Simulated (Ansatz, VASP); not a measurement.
# One calculation of WC, two programs

Contents of INCAR:

```
  ALGO = Normal
  EDIFF = 1E-8
  ENCUT = 520
  GGA = PE
  ISIF = 2
  ISMEAR = -1
  LASPH = T
  LCHARG = F
  LEFG = T
  LREAL = F
  LWAVE = F
  NBANDS = 16
  NELM = 80
  PREC = Accurate
  SIGMA = 0.05
```

KPOINTS

```
k-points
0
Gamma
  13 13 12
```

The input POSCAR:

```
WC
1.0
    2.8908006898      0.0000000000      0.0000000000
   -1.4454003449      2.5035068347      0.0000000000
    0.0000000000      0.0000000000      2.8195383909
W C
1 1
Direct
    0.0000000000      0.0000000000      0.0000000000
    0.6666666667      0.3333333333      0.5000000000
```

Input for Ansatz:

```yaml
crystal:
  lattice:
    - [2.8908006898, 0.0, 0.0]
    - [-1.4454003449, 2.5035068347, 0.0]
    - [0.0, 0.0, 2.8195383909]
  atoms:
    - { symbol: W, position: [0.0, 0.0, 0.0] }
    - { symbol: C, position: [0.6666666667, 0.3333333333, 0.5] }
kpoints:
  mp_grid: { grid: [13, 13, 12] }
scf:
  occupations: { method: fermi_dirac, width: 0.05 }
hamiltonian:
  xc: pbe
  pseudopotentials: { kind: all_electron, datasets: crystal }
output:
  forces: true
  stress: true
  eigenvalues: true
  efg: { contact_densities: true }
```

Change from the starting cell: volume scaled by 0.99, crystal datasets.

Alike in both runs: task electric field gradients; functional PBE; k mesh 13 × 13 × 12; occupations fermi-dirac, width 0.05 eV; no spin polarisation.

```csv
,VASP,Ansatz
version,VASP 6.6.1,Ansatz 0.2.0
potentials or method,"VASP PAW PBE potentials, release 64 (W_sv, C), cutoff 520 eV","all-electron PAW with datasets made for the crystal, scalar-relativistic"
```

|  | VASP | Ansatz | Ansatz less VASP |
| --- | --- | --- | --- |
| pressure (GPa) | 13.9 | 12.8 | -1.17 |
| traceless stress, the component that is largest in VASP (GPa) | 0.72 | 0.50 | -0.227 |
| size of Vzz on the site where it differs most (V/Å²) | 148.7 | 138.5 | -10.24 |

Ansatz ran all-electron here, and VASP with PAW potentials.

Neither program's run includes spin-orbit coupling.
